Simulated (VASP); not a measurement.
# Pt (P6_3/mmc) in VASP: notebook

The runs below take Pt through single point, with r2SCAN.

All numbers are computed with VASP 6.6.1; they aren't measurements. Logs are shortened: lines on timing, memory, paths and dates and some standing lists are left out, and cuts for length are marked.

### Step 1. The cell of the first run

The structure is hexagonal, space group P6_3/mmc (No. 194). The conventional cell has a = 2.685 Å, b = 2.685 Å, c = 4.661 Å, α = 90.00°, β = 90.00°, γ = 120.00°. Within 3.5 Å of Pt (site symmetry -6m2) lie 12 Pt at 2.68 to 2.80 Å.

### Step 2. Single point, r2SCAN

Input file POSCAR:

```
Pt
1.0
    2.6849929045      0.0000000000      0.0000000000
   -1.3424964523      2.3252721738      0.0000000000
    0.0000000000      0.0000000000      4.6607759821
Pt
2
Direct
    0.6666666667      0.3333333333      0.7500000000
    0.3333333333      0.6666666667      0.2500000000
```

Input file INCAR.step1:

```
ALGO = Normal
EDIFF = 1E-4
ENCUT = 520
GGA = PE
ISMEAR = -1
LASPH = True
LCHARG = False
LREAL = False
LWAVE = True
NBANDS = 17
NELM = 80
PREC = Accurate
SIGMA = 0.1
```

Input file INCAR.step2:

```
ALGO = Normal
EDIFF = 1E-7
ENCUT = 520
ISIF = 2
ISMEAR = -1
ISTART = 1
LASPH = True
LCHARG = True
LELF = True
LMIXTAU = True
LREAL = False
LVHAR = True
LWAVE = False
METAGGA = R2SCAN
NBANDS = 17
NELM = 80
PREC = Accurate
SIGMA = 0.1
```

Input file KPOINTS:

```
k-points
0
Gamma
  10 10 5
```

Potentials or basis: VASP PAW PBE potentials, release 64 (Pt).

Command:

```
> cat potpaw_PBE.64/Pt/POTCAR > POTCAR
> cp INCAR.step1 INCAR
> mpirun -np 1 vasp_std > vasp.out
> cp INCAR.step2 INCAR
> mpirun -np 1 vasp_std > vasp.out
```

OUTCAR:

```text
EDIFF = 1E-7
   ENCUT = 520
   ISIF = 2
   ISMEAR = -1
   ISTART = 1
   LASPH = True
   LREAL = False
   METAGGA = R2SCAN
   NELM = 80
   PREC = Accurate

 ion  position               nearest neighbor table
   1  0.667  0.333  0.750-   2 2.80   2 2.80   2 2.80   2 2.80   2 2.80   2 2.80
   2  0.333  0.667  0.250-   1 2.80   1 2.80   1 2.80   1 2.80   1 2.80   1 2.80

  LATTYP: Found a hexagonal cell.
 ALAT       =     2.6849929045
 C/A-ratio  =     1.7358615638

  Lattice vectors:

 A1 = (   2.6849929045,   0.0000000000,   0.0000000000)
 A2 = (  -1.3424964523,   2.3252721738,   0.0000000000)
 A3 = (   0.0000000000,   0.0000000000,   4.6607759821)

Analysis of symmetry for initial positions (statically):
=====================================================================
 Subroutine PRICEL returns:
 Original cell was already a primitive cell.

 Routine SETGRP: Setting up the symmetry group for a
 hexagonal supercell.

 Subroutine GETGRP returns: Found 24 space group operations
 (whereof 12 operations were pure point group operations)
 out of a pool of 24 trial point group operations.

The static configuration has the point symmetry D_3d.
 The point group associated with its full space group is D_6h.

Analysis of symmetry for dynamics (positions and initial velocities):
=====================================================================
 Subroutine PRICEL returns:
 Original cell was already a primitive cell.

 Routine SETGRP: Setting up the symmetry group for a
 hexagonal supercell.

 Subroutine GETGRP returns: Found 24 space group operations
 (whereof 12 operations were pure point group operations)
 out of a pool of 24 trial point group operations.

The dynamic configuration has the point symmetry D_3d.
 The point group associated with its full space group is D_6h.

 Subroutine INISYM returns: Found 24 space group operations
 (whereof 12 operations are pure point group operations),
 and found     1 'primitive' translations

----------------------------------------------------------------------------------------

                                     Primitive cell

  volume of cell :      29.0988

  direct lattice vectors                    reciprocal lattice vectors
     2.684992905  0.000000000  0.000000000     0.372440463  0.215028591  0.000000000
    -1.342496452  2.325272174  0.000000000     0.000000000  0.430057183  0.000000000
     0.000000000  0.000000000  4.660775982     0.000000000  0.000000000  0.214556547

  length of vectors
     2.684992905  2.684992999  4.660775982     0.430057198  0.430057183  0.214556547

  position of ions in fractional coordinates (direct lattice)
     0.666666667  0.333333333  0.750000000
     0.333333333  0.666666667  0.250000000

  ion indices of the primitive-cell ions
   primitive index   ion index
                 1           1
                 2           2

----------------------------------------------------------------------------------------

 KPOINTS: k-points

Automatic generation of k-mesh.
 Grid dimensions read from file:
 generate k-points for:   10   10    5

 Generating k-lattice:

  Cartesian coordinates                     Fractional coordinates (reciprocal lattice)
     0.037244046  0.021502859  0.000000000     0.100000000  0.000000000  0.000000000
     0.000000000  0.043005718  0.000000000     0.000000000  0.100000000  0.000000000
     0.000000000  0.000000000  0.042911309     0.000000000  0.000000000  0.200000000

  Length of vectors
     0.043005720  0.043005718  0.042911309

  Shift w.r.t. Gamma in fractional coordinates (k-lattice)
     0.000000000  0.000000000  0.000000000

 Subroutine IBZKPT returns following result:
 ===========================================

 Found     42 irreducible k-points:

 Following reciprocal coordinates:
            Coordinates               Weight
  0.000000  0.000000  0.000000      1.000000
  0.100000  0.000000  0.000000      6.000000
  0.200000  0.000000  0.000000      6.000000
  0.300000 -0.000000  0.000000      6.000000
  0.400000 -0.000000  0.000000      6.000000
  0.500000  0.000000  0.000000      3.000000
[... 16 lines left out ...]
  0.300000  0.100000  0.200000     24.000000
  0.400000  0.100000  0.200000     24.000000
 [... further k-points ...]
   k-points           NKPTS =     42   k-points in BZ     NKDIM =     42   number of bands    NBANDS=     17
   number of dos      NEDOS =    301   number of ions     NIONS =      2
   total plane-waves  NPLWV =  14400
   dimension x,y,z NGX =    20 NGY =   20 NGZ =   36
   dimension x,y,z NGXF=    40 NGYF=   40 NGZF=   72
   ions per type =               2
   NGX,Y,Z   is equivalent  to a cutoff of  12.38, 12.38, 12.84 a.u.
   NGXF,Y,Z  is equivalent  to a cutoff of  24.77, 24.77, 25.68 a.u.
 SYSTEM =  unknown system
   PREC   = accura    normal or accurate (medium, high low for compatibility)
   ISTART =      1    job   : 0-new  1-cont  2-samecut
   ICHARG =      0    charge: 1-file 2-atom 10-const
   ISPIN  =      1    spin polarized calculation?
   LNONCOLLINEAR =      F non collinear calculations
   LSORBIT =      F    spin-orbit coupling
   LASPH  =      T    aspherical Exc in radial PAW
   ENCUT  =  520.0 eV  38.22 Ry    6.18 a.u.   4.99  4.99  8.67*2*pi/ulx,y,z
   NELM   =     80;   NELMIN=  2; NELMDL=  0     # of ELM steps
   EDIFF  = 0.1E-06   stopping-criterion for ELM
   LREAL  =      F    real-space projection
   EDIFFG = 0.1E-05   stopping-criterion for IOM
   NSW    =      0    number of steps for IOM
   IBRION =     -1    ionic relax: 0-MD 1-quasi-New 2-CG
   NFREE  =      0    steps in history (QN), initial steepest desc. (CG)
   ISIF   =      2    stress and relaxation
   ISYM   =      2    0-nonsym 1-usesym 2-fastsym
   POTIM  = 0.5000    time-step for ionic-motion
   TEBEG  =    0.0;   TEEND  =   0.0 temperature during run
   PSTRESS=    0.0 pullay stress
   NELECT =      20.0000    total number of electrons
   NUPDOWN=      -1.0000    fix difference up-down
   EMIN   =  10.00;   EMAX   =-10.00  energy-range for DOS
   EFERMI =   0.00;   METHOD = LEGACY
   ISMEAR =    -1;   SIGMA  =   0.10  broadening in eV -4-tet -1-fermi 0-gaus
   EFERMI_NEDOS =   21; number of points for ismear=-14 and -15
   IALGO  =     38    algorithm
   IMIX   =      4    mixing-type and parameters
     AMIX     =   0.40;   BMIX     =  1.00
     AMIX_MAG =   1.60;   BMIX_MAG =  1.00
  volume/ion in A,a.u.               =      14.55        98.18
  Fermi-wavevector in a.u.,A,eV,Ry     =   1.444751  2.730184 28.399528  2.087306
  Thomas-Fermi vector in A             =   2.563011
   LORBIT       =      0    0 simple, 1 ext, 2 COOP (PROOUT), +10 PAW based schemes
   METAGGA = R2SCAN    functional components
   LHFCALC =     F    Hartree Fock is set to
   AEXX    =    0.0000 exact exchange contribution
   IVDW    =     0    specifies the selected vdW correction
   LEPSILON=     F    determine dielectric tensor
   LRPA    =     F    only Hartree local field effects (RPA)
 non-spin polarized calculation
  energy-cutoff  :      520.00
  volume of cell :       29.10
 maximum number of plane-waves:       805
 NGX is ok and might be reduce to    20
   NGX =  9   NGY =  9   NGZ = 17

 number of electron      20.0000001 magnetization

 Free energy of the ion-electron system (eV)
  ---------------------------------------------------
  ext. energy  EPLUGINS =         0.00000000
  ---------------------------------------------------
  free energy    TOTEN  =      -102.82522201 eV

  energy without entropy =     -102.73499595  energy(sigma->0) =     -102.78010898

 E-fermi :  11.7114     XC(G=0): -14.8804

 val. band max:       11.7008307012   @ k =   0.3000   0.2000   0.0000
 cond. band min:      11.7255345273   @ k =   0.1000   0.1000   0.4000
 fundamental gap:      0.0247038261
 Fermi energy:        11.7114494365

 k-point     1 :       0.0000    0.0000    0.0000
  band No.  band energies     occupation
      1       0.7982      2.00000
      2       3.5343      2.00000
      3       7.0605      2.00000
      4       7.6557      2.00000
      5       7.6557      2.00000
      6       8.0877      2.00000
[... 9 lines left out ...]
     16      29.9056      0.00000
     17      34.7162      0.00000

 k-point     2 :       0.1000    0.0000    0.0000
  band No.  band energies     occupation
      1       1.2043      2.00000
      2       3.9059      2.00000
      3       6.9797      2.00000
      4       7.6666      2.00000
      5       7.9090      2.00000
      6       7.9791      2.00000
[... 9 lines left out ...]
     16      30.4462      0.00000
     17      32.8292      0.00000

 k-point     3 :       0.2000    0.0000    0.0000
  band No.  band energies     occupation
      1       2.2991      2.00000
      2       4.7045      2.00000
      3       6.7218      2.00000
      4       7.2684      2.00000
      5       7.3310      2.00000
      6       8.4001      2.00000
[... 9 lines left out ...]
     16      30.4257      0.00000
     17      31.0688      0.00000

 k-point     4 :       0.3000   -0.0000    0.0000
  band No.  band energies     occupation
      1       3.5807      2.00000
      2       4.7866      2.00000
      3       6.0335      2.00000
      4       7.0605      2.00000
      5       7.4709      2.00000
      6       8.2743      2.00000
[... 9 lines left out ...]
     16      27.9774      0.00000
     17      30.4842      0.00000
[... 343 lines left out ...]
      1       3.4914      2.00000
      2       5.3069      2.00000
      3       6.1316      2.00000
      4       6.6133      2.00000
      5       7.0947      2.00000
      6       7.8754      2.00000
[... 9 lines left out ...]
     16      29.0450      0.00000
     17      30.3129      0.00000

 k-point    23 :       0.3000    0.1000    0.2000
  band No.  band energies     occupation
      1       4.2573      2.00000
      2       4.9863      2.00000
      3       5.7683      2.00000
      4       6.4747      2.00000
      5       7.7465      2.00000
      6       8.4360      2.00000
[... 9 lines left out ...]
     16      27.1238      0.00000
     17      28.6666      0.00000

 k-point    24 :       0.4000    0.1000    0.2000
  band No.  band energies     occupation
      1       4.2678      2.00000
      2       4.6298      2.00000
      3       5.7026      2.00000
      4       6.4010      2.00000
      5       7.7476      2.00000
      6       8.7710      2.00000
[... 9 lines left out ...]
     16      25.8062      0.00000
     17      27.1111      0.00000

 [... further k-points ...]
[... 5 lines left out ...]
  --------------------------------------------------------------------------------------
  -------------------------------------------------------------------------------------
  Total        3.6859840      3.6859843      3.0730289     -0.0000000      0.0000000      0.0000000
  in kB      202.9499072    202.9499263    169.2006622     -0.0000000      0.0000000      0.0000000
  external PRESSURE =     191.7001652 kB  Pullay stress =       0.0000000 kB

 VOLUME and BASIS-vectors are now :
 -----------------------------------------------------------------------------
  energy-cutoff  :      520.00
  volume of cell :       29.10
      direct lattice vectors                 reciprocal lattice vectors
     2.684992905  0.000000000  0.000000000     0.372440463  0.215028591  0.000000000
    -1.342496452  2.325272174  0.000000000     0.000000000  0.430057183  0.000000000
     0.000000000  0.000000000  4.660775982     0.000000000  0.000000000  0.214556547

 POSITION                                       TOTAL-FORCE (eV/Angst)
 -----------------------------------------------------------------------------------
      1.34250      0.77509      3.49558        -0.000000     -0.000000      0.000000
     -0.00000      1.55018      1.16519         0.000000      0.000000      0.000000
 -----------------------------------------------------------------------------------
    total drift:                               -0.000000      0.000000     -0.000000

  FREE ENERGIE OF THE ION-ELECTRON SYSTEM (eV)
  ---------------------------------------------------
  free  energy   TOTEN  =      -102.8252220130 eV

  energy  without entropy=     -102.7349959475  energy(sigma->0) =     -102.78010898
```

Run time: 65 s. Hardware: 1 thread of Intel Xeon Platinum 8259CL at 2.50GHz (Skylake/Cascade Lake), shared host; peak memory 0.16 GiB.

Results:

- Free energy: -102.8252 eV
- Pressure: 19.2 GPa
- Band gap on the k mesh: zero (band 10 reaches 12.31 eV, above the bottom of band 11 at 10.88 eV)

Stress tensor (GPa, compression positive):
```
20.29  0.00  0.00
 0.00 20.29  0.00
 0.00  0.00 16.92
```

Levels at points of the mesh, in eV from the Fermi level:
| k point | band 8 | band 9 | band 10 | band 11 | band 12 | band 13 |
| --- | --- | --- | --- | --- | --- | --- |
| (0.00, 0.00, 0.00) | -2.20 | -2.20 | -0.95 | -0.33 | -0.33 | 5.50 |
| (0.50, 0.00, 0.00) | -0.05 | 0.35 | 0.59 | 2.59 | 4.26 | 8.12 |

Caveat: the PAW data sets were made with another functional, which shifts forces and pressure a little; spin-orbit coupling is left out, which moves the levels of the heavy elements.

### Step 3. Single point, r2SCAN

This run uses another cell than the first one, of 14.97 Å³/atom, 1.029 times its volume.

Input file POSCAR:

```
Pt
1.0
    2.7106881778      0.0000000000      0.0000000000
   -1.3553440889      2.3475249343      0.0000000000
    0.0000000000      0.0000000000      4.7053794194
Pt
2
Direct
    0.6666666667      0.3333333333      0.7500000000
    0.3333333333      0.6666666667      0.2500000000
```

Input file INCAR.step1:

```
ALGO     = Normal         # electronic algorithm
EDIFF    = 1E-4           # SCF threshold, eV
ENCUT    = 520            # plane-wave cutoff, eV
GGA      = PE             # functional
ISMEAR   = -1             # smearing method
LASPH    = T              # aspherical terms in the spheres
LCHARG   = F              # write CHGCAR
LREAL    = F              # projectors in reciprocal space
LWAVE    = T              # write WAVECAR
NBANDS   = 17             # bands
NELM     = 100            # most SCF steps
PREC     = Accurate       # precision mode
SIGMA    = 0.1            # smearing width, eV
```

Input file INCAR.step2:

```
ALGO     = Normal         # electronic algorithm
EDIFF    = 1E-6           # SCF threshold, eV
ENCUT    = 520            # plane-wave cutoff, eV
ISIF     = 2              # what is computed and relaxed
ISMEAR   = -1             # smearing method
ISTART   = 1            
LASPH    = T              # aspherical terms in the spheres
LCHARG   = T              # write CHGCAR
LELF     = T              # ELF
LMIXTAU  = T            
LREAL    = F              # projectors in reciprocal space
LVHAR    = T            
LWAVE    = F              # write WAVECAR
METAGGA  = R2SCAN         # meta-GGA
NBANDS   = 17             # bands
NELM     = 100            # most SCF steps
PREC     = Accurate       # precision mode
SIGMA    = 0.1            # smearing width, eV
```

KPOINTS is that of step 2.

Potentials or basis: VASP PAW PBE potentials, release 64 (Pt).

Command:

```
> cat potpaw_PBE.64/Pt/POTCAR > POTCAR
> cp INCAR.step1 INCAR
> mpirun -np 1 vasp_std > vasp.out
> cp INCAR.step2 INCAR
> mpirun -np 1 vasp_std > vasp.out
```

Run time: 55 s. Hardware: 1 thread of Intel Xeon Platinum 8259CL at 2.50GHz (Skylake/Cascade Lake), shared host; peak memory 0.15 GiB.

The run converged. Its results:

| Item | Value |
| --- | --- |
| Free energy | -102.9002 eV |
| Pressure | 9.4 GPa |
| Band gap on the k mesh | zero (band 10 reaches 11.71 eV, above the bottom of band 11 at 10.35 eV) |

Stress tensor (GPa, compression positive):
```
10.10  0.00  0.00
 0.00 10.10  0.00
 0.00  0.00  8.08
```

Levels at points of the mesh, in eV from the Fermi level:
| k point | band 7 | band 8 | band 9 | band 10 | band 11 | band 12 | band 13 | band 14 |
| --- | --- | --- | --- | --- | --- | --- | --- | --- |
| (0.00, 0.00, 0.00) | -3.46 | -2.10 | -2.10 | -0.81 | -0.31 | -0.31 | 5.29 | 15.95 |
| (0.50, 0.00, 0.00) | -2.86 | -0.06 | 0.33 | 0.56 | 2.53 | 4.15 | 7.96 | 9.54 |

Caveat: the PAW data sets were made with another functional, which shifts forces and pressure a little; spin-orbit coupling is left out, which moves the levels of the heavy elements.

(Continued in part 2 of 2.)
